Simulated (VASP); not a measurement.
# Ta in VASP: further runs

Ta is run at these levels: PBE; tasks: single point.

Program: VASP 6.6.1. These are calculated values, not measurements. Logs are shortened: lines on timing, memory, paths and dates and some standing lists are left out, and cuts for length are marked.

### 1 The cell of the first run

The cell holds a slab with vacuum, 4 atoms: a = 3.320 Å, b = 3.320 Å, c = 20.979 Å, α = 90.00°, β = 90.00°, γ = 90.00°.

### 2 Single point, PBE

Input file INCAR:

```
ALGO = Normal
DIPOL = 0.5 0.5 0.500
EDIFF = 1E-7
ENCUT = 520
GGA = PE
IDIPOL = 3
ISIF = 2
ISMEAR = -1
LASPH = T
LCHARG = F
LDIPOL = T
LREAL = F
LWAVE = F
NBANDS = 30
NELM = 100
PREC = Accurate
SIGMA = 0.08
```

Input file KPOINTS:

```
k-points
0
Gamma
  12 12 1
```

Input file POSCAR:

```
Ta
1.0
    3.3195547170      0.0000000000      0.0000000000
    0.0000000000      3.3195547170      0.0000000000
    0.0000000000      0.0000000000     20.9793000000
Ta
4
Direct
    0.2500000000      0.2500000000      0.3882591221
    0.7500000000      0.7500000000      0.4601054002
    0.2500000000      0.2500000000      0.5398945965
    0.7500000000      0.7500000000      0.6117408808
```

Potentials or basis: VASP PAW PBE potentials, release 64 (Ta_pv).

The run is started by

```console
$ cat potpaw_PBE.64/Ta_pv/POTCAR > POTCAR
$ mpirun -np 1 vasp_std > vasp.out
```

OUTCAR:

```text
EDIFF = 1E-7
   ENCUT = 520
   GGA = PE
   ISIF = 2
   ISMEAR = -1
   LASPH = T
   LREAL = F
   NELM = 100
   PREC = Accurate

 ion  position               nearest neighbor table
   1  0.250  0.250  0.388-   2 2.79   2 2.79   2 2.79   2 2.79   3 3.18
   2  0.750  0.750  0.460-   1 2.79   1 2.79   1 2.79   1 2.79   3 2.88   3 2.88   3 2.88   3 2.88
                             4 3.18
   3  0.250  0.250  0.540-   4 2.79   4 2.79   4 2.79   4 2.79   2 2.88   2 2.88   2 2.88   2 2.88
                             1 3.18
   4  0.750  0.750  0.612-   3 2.79   3 2.79   3 2.79   3 2.79   2 3.18

  LATTYP: Found a simple tetragonal cell.
 ALAT       =     3.3195547170
 C/A-ratio  =     6.3199139007

  Lattice vectors:

 A1 = (   3.3195547170,   0.0000000000,   0.0000000000)
 A2 = (   0.0000000000,   3.3195547170,   0.0000000000)
 A3 = (   0.0000000000,   0.0000000000,  20.9793000000)

Analysis of symmetry for initial positions (statically):
=====================================================================
 Subroutine PRICEL returns:
 Original cell was already a primitive cell.

 Routine SETGRP: Setting up the symmetry group for a
 simple tetragonal supercell.

 Subroutine GETGRP returns: Found 16 space group operations
 (whereof  4 operations were pure point group operations)
 out of a pool of 16 trial point group operations.

The static configuration has the point symmetry C_2h.
 The point group associated with its full space group is D_4h.

Analysis of symmetry for dynamics (positions and initial velocities):
=====================================================================
 Subroutine PRICEL returns:
 Original cell was already a primitive cell.

 Routine SETGRP: Setting up the symmetry group for a
 simple tetragonal supercell.

 Subroutine GETGRP returns: Found 16 space group operations
 (whereof  4 operations were pure point group operations)
 out of a pool of 16 trial point group operations.

The dynamic configuration has the point symmetry C_2h.
 The point group associated with its full space group is D_4h.

 Subroutine INISYM returns: Found 16 space group operations
 (whereof  4 operations are pure point group operations),
 and found     1 'primitive' translations

----------------------------------------------------------------------------------------

                                     Primitive cell

  volume of cell :     231.1802

  direct lattice vectors                    reciprocal lattice vectors
     3.319554717  0.000000000  0.000000000     0.301245223  0.000000000  0.000000000
     0.000000000  3.319554717  0.000000000     0.000000000  0.301245223  0.000000000
     0.000000000  0.000000000 20.979300000     0.000000000  0.000000000  0.047666033

  length of vectors
     3.319554717  3.319554717 20.979300000     0.301245223  0.301245223  0.047666033

  position of ions in fractional coordinates (direct lattice)
     0.250000000  0.250000000  0.388259122
     0.750000000  0.750000000  0.460105400
     0.250000000  0.250000000  0.539894596
     0.750000000  0.750000000  0.611740881

  ion indices of the primitive-cell ions
   primitive index   ion index
                 1           1
                 2           2
                 3           3
                 4           4

----------------------------------------------------------------------------------------

 KPOINTS: k-points

Automatic generation of k-mesh.
 Grid dimensions read from file:
 generate k-points for:   12   12    1

 Generating k-lattice:

  Cartesian coordinates                     Fractional coordinates (reciprocal lattice)
     0.025103769  0.000000000  0.000000000     0.083333333  0.000000000  0.000000000
     0.000000000  0.025103769  0.000000000     0.000000000  0.083333333  0.000000000
     0.000000000  0.000000000  0.047666033     0.000000000  0.000000000  1.000000000

  Length of vectors
     0.025103769  0.025103769  0.047666033

  Shift w.r.t. Gamma in fractional coordinates (k-lattice)
     0.000000000  0.000000000  0.000000000

 Subroutine IBZKPT returns following result:
 ===========================================

 Found     28 irreducible k-points:

 Following reciprocal coordinates:
            Coordinates               Weight
  0.000000  0.000000  0.000000      1.000000
  0.083333  0.000000  0.000000      4.000000
  0.166667  0.000000  0.000000      4.000000
  0.250000  0.000000  0.000000      4.000000
  0.333333  0.000000  0.000000      4.000000
  0.416667  0.000000  0.000000      4.000000
[... 16 lines left out ...]
  0.333333  0.333333  0.000000      4.000000
  0.416667  0.333333  0.000000      8.000000
 [... further k-points ...]
   k-points           NKPTS =     28   k-points in BZ     NKDIM =     28   number of bands    NBANDS=     30
   number of dos      NEDOS =    301   number of ions     NIONS =      4
   total plane-waves  NPLWV = 125440
   dimension x,y,z NGX =    28 NGY =   28 NGZ =  160
   dimension x,y,z NGXF=    56 NGYF=   56 NGZF=  320
   ions per type =               4
   NGX,Y,Z   is equivalent  to a cutoff of  14.02, 14.02, 12.68 a.u.
   NGXF,Y,Z  is equivalent  to a cutoff of  28.05, 28.05, 25.36 a.u.
 SYSTEM =  unknown system
   PREC   = accura    normal or accurate (medium, high low for compatibility)
   ISTART =      0    job   : 0-new  1-cont  2-samecut
   ICHARG =      2    charge: 1-file 2-atom 10-const
   ISPIN  =      1    spin polarized calculation?
   LNONCOLLINEAR =      F non collinear calculations
   LSORBIT =      F    spin-orbit coupling
   LASPH  =      T    aspherical Exc in radial PAW
   ENCUT  =  520.0 eV  38.22 Ry    6.18 a.u.   6.17  6.17 39.01*2*pi/ulx,y,z
   NELM   =    100;   NELMIN=  2; NELMDL= -5     # of ELM steps
   EDIFF  = 0.1E-06   stopping-criterion for ELM
   LREAL  =      F    real-space projection
   EDIFFG = 0.1E-05   stopping-criterion for IOM
   NSW    =      0    number of steps for IOM
   IBRION =     -1    ionic relax: 0-MD 1-quasi-New 2-CG
   NFREE  =      0    steps in history (QN), initial steepest desc. (CG)
   ISIF   =      2    stress and relaxation
   ISYM   =      2    0-nonsym 1-usesym 2-fastsym
   POTIM  = 0.5000    time-step for ionic-motion
   TEBEG  =    0.0;   TEEND  =   0.0 temperature during run
   PSTRESS=    0.0 pullay stress
   NELECT =      44.0000    total number of electrons
   NUPDOWN=      -1.0000    fix difference up-down
   EMIN   =  10.00;   EMAX   =-10.00  energy-range for DOS
   EFERMI =   0.00;   METHOD = LEGACY
   ISMEAR =    -1;   SIGMA  =   0.08  broadening in eV -4-tet -1-fermi 0-gaus
   EFERMI_NEDOS =   21; number of points for ismear=-14 and -15
   IALGO  =     38    algorithm
   IMIX   =      4    mixing-type and parameters
     AMIX     =   0.40;   BMIX     =  1.00
     AMIX_MAG =   1.60;   BMIX_MAG =  1.00
  volume/ion in A,a.u.               =      57.80       390.02
  Fermi-wavevector in a.u.,A,eV,Ry     =   0.941692  1.779540 12.065424  0.886784
  Thomas-Fermi vector in A             =   2.069228
   LORBIT       =      0    0 simple, 1 ext, 2 COOP (PROOUT), +10 PAW based schemes
   GGA     = PE    functional components
   LHFCALC =     F    Hartree Fock is set to
   AEXX    =    0.0000 exact exchange contribution
   IVDW    =     0    specifies the selected vdW correction
   LEPSILON=     F    determine dielectric tensor
   LRPA    =     F    only Hartree local field effects (RPA)
 non-spin polarized calculation
  energy-cutoff  :      520.00
  volume of cell :      231.18
 maximum number of plane-waves:      6260
 NGX is ok and might be reduce to    28
   NGX = 13   NGY = 13   NGZ = 79

 dipolmoment           0.000000      0.000000     -0.000000 electrons x Angstroem

 number of electron      43.9999995 magnetization

 dipolmoment           0.000000      0.000000      0.000001 electrons x Angstroem

 Free energy of the ion-electron system (eV)
  ---------------------------------------------------
  ext. energy  EPLUGINS =         0.00000000
  ---------------------------------------------------
  free energy    TOTEN  =       -43.55068277 eV

  energy without entropy =      -43.44242274  energy(sigma->0) =      -43.49655276

 E-fermi :  -0.6488     XC(G=0):  -5.0529

 val. band max:       -0.6499646243   @ k =   0.4167   0.0000   0.0000
 cond. band min:      -0.6200235341   @ k =   0.1667   0.0833   0.0000
 fundamental gap:      0.0299410902
 Fermi energy:        -0.6488392891

 k-point     1 :       0.0000    0.0000    0.0000
  band No.  band energies     occupation
      1     -35.4596      2.00000
      2     -35.4160      2.00000
      3     -35.2872      2.00000
      4     -35.2872      2.00000
      5     -35.2467      2.00000
      6     -35.2467      2.00000
[... 22 lines left out ...]
     29       1.0741      0.00000
     30       2.1308      0.00000

 k-point     2 :       0.0833    0.0000    0.0000
  band No.  band energies     occupation
      1     -35.4679      2.00000
      2     -35.4175      2.00000
      3     -35.2955      2.00000
      4     -35.2794      2.00000
      5     -35.2735      2.00000
      6     -35.2417      2.00000
[... 22 lines left out ...]
     29       1.6373      0.00000
     30       2.1773      0.00000

 k-point     3 :       0.1667    0.0000    0.0000
  band No.  band energies     occupation
      1     -35.4890      2.00000
      2     -35.4258      2.00000
      3     -35.3350      2.00000
      4     -35.3217      2.00000
      5     -35.2577      2.00000
      6     -35.2276      2.00000
[... 22 lines left out ...]
     29       1.9508      0.00000
     30       2.2175      0.00000

 k-point     4 :       0.2500    0.0000    0.0000
  band No.  band energies     occupation
      1     -35.5143      2.00000
      2     -35.4559      2.00000
      3     -35.3897      2.00000
      4     -35.3643      2.00000
      5     -35.2273      2.00000
      6     -35.2075      2.00000
[... 616 lines left out ...]
     29       2.7590      0.00000
     30       2.7590      0.00000

 k-point    23 :       0.3333    0.3333    0.0000
  band No.  band energies     occupation
      1     -35.4943      2.00000
      2     -35.4854      2.00000
      3     -35.4689      2.00000
      4     -35.4120      2.00000
      5     -35.3667      2.00000
      6     -35.3395      2.00000
[... 22 lines left out ...]
     29       3.0293      0.00000
     30       3.1245      0.00000

 k-point    24 :       0.4167    0.3333    0.0000
  band No.  band energies     occupation
      1     -35.5093      2.00000
      2     -35.4936      2.00000
      3     -35.4887      2.00000
      4     -35.4495      2.00000
      5     -35.3557      2.00000
      6     -35.3443      2.00000
[... 22 lines left out ...]
     29       3.0197      0.00000
     30       3.1467      0.00000

 [... further k-points ...]

------------------------ aborting loop because EDIFF is reached ----------------------------------------

 vacuum level on the upper side and lower side of the slab       (xc-potential included)        -0.117        -0.117

  FORCE on cell =-STRESS in cart. coord.  units (eV):
  Direction    XX          YY          ZZ          XY          YZ          ZX
  --------------------------------------------------------------------------------------
  -------------------------------------------------------------------------------------
  Total       -2.8804759     -2.8804759      0.0055788      0.0000000      0.0000000      0.0000000
  in kB      -19.9629246    -19.9629246      0.0386634      0.0000000      0.0000000      0.0000000
  external PRESSURE =     -13.2957286 kB  Pullay stress =       0.0000000 kB

 VOLUME and BASIS-vectors are now :
 -----------------------------------------------------------------------------
  energy-cutoff  :      520.00
  volume of cell :      231.18
      direct lattice vectors                 reciprocal lattice vectors
     3.319554717  0.000000000  0.000000000     0.301245223  0.000000000  0.000000000
     0.000000000  3.319554717  0.000000000     0.000000000  0.301245223  0.000000000
     0.000000000  0.000000000 20.979300000     0.000000000  0.000000000  0.047666033

 POSITION                                       TOTAL-FORCE (eV/Angst)
 -----------------------------------------------------------------------------------
      0.82989      0.82989      8.14540         0.000000      0.000000     -0.002348
      2.48967      2.48967      9.65269        -0.000000     -0.000000     -0.011471
      0.82989      0.82989     11.32661         0.000000      0.000000      0.011471
      2.48967      2.48967     12.83390         0.000000     -0.000000      0.002348
 -----------------------------------------------------------------------------------
    total drift:                                0.000000      0.000000      0.000114

  FREE ENERGIE OF THE ION-ELECTRON SYSTEM (eV)
  ---------------------------------------------------
  free  energy   TOTEN  =       -43.5506827685 eV

  energy  without entropy=      -43.4424227419  energy(sigma->0) =      -43.49655276

 vacuum level on the upper side and lower side of the slab         3.097         3.097
```

It took 9.4 min on 1 thread of Intel Xeon 8259CL, shared host; peak memory 0.42 GiB.

Results:

- Free energy: -43.5507 eV
- Largest force: 0.011 eV/Å
- Band gap on the k mesh: zero (bands 22 and 23 overlap by 0.58 eV)

Forces in eV/Å, atoms in the order of the input:
```
Ta   0.000  0.000 -0.002
Ta   0.000  0.000 -0.011
Ta   0.000  0.000  0.011
Ta   0.000  0.000  0.002
```

Caveat: spin-orbit coupling is left out, which moves the levels of the heavy elements.

(Continued in part 2 of 2.)

The gap in the log of VASP goes by the Fermi energy; the results here count the filled bands.